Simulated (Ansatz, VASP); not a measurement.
One calculation of CuO, two programs

```
CELL_PARAMETERS angstrom
3.17953 0.00000 0.00000
-1.58977 2.75356 0.00000
0.00000 0.00000 4.43149
ATOMIC_POSITIONS crystal
Cu 0.00000 0.00000 0.00000
Cu 0.00000 0.00000 0.50000
O 0.33333 0.66667 0.25000
O 0.66667 0.33333 0.75000
```

Alike in both runs: functional LDA; k mesh 10 × 10 × 6; occupations fermi-dirac, width 0.05 eV; no spin polarisation; Hubbard terms Cu d U = 3.0 eV.

|  | VASP | Ansatz |
| --- | --- | --- |
| version | VASP 6.6.1 | Ansatz 0.2.0 |
| potentials or method | VASP PAW LDA potentials, release 64 (Cu_sv_GW, O) | Ansatz PAW |
| plane-wave cutoff (eV) | 700 | 420 |
| valence electrons in the cell | 50 | 50 |
| task | single point | projected density of states |

VASP gave:

- gap on the k mesh at the Fermi level (eV): none
- pressure (GPa): -13.7
- traceless stress, the component that is largest in VASP (GPa): 28.59

Q: Estimate Ansatz's values.

A: gap on the k mesh at the Fermi level (eV): none; pressure (GPa): -8.5; traceless stress, the component that is largest in VASP (GPa): 27.81.

LDA's correlation is that of Perdew and Zunger in VASP and of Perdew and Wang (1992) in Ansatz. The programs project onto different local orbitals, so the same U acts differently, and such runs can settle in different states. A gap of «none» marks a metal or a gap that the smearing closes.
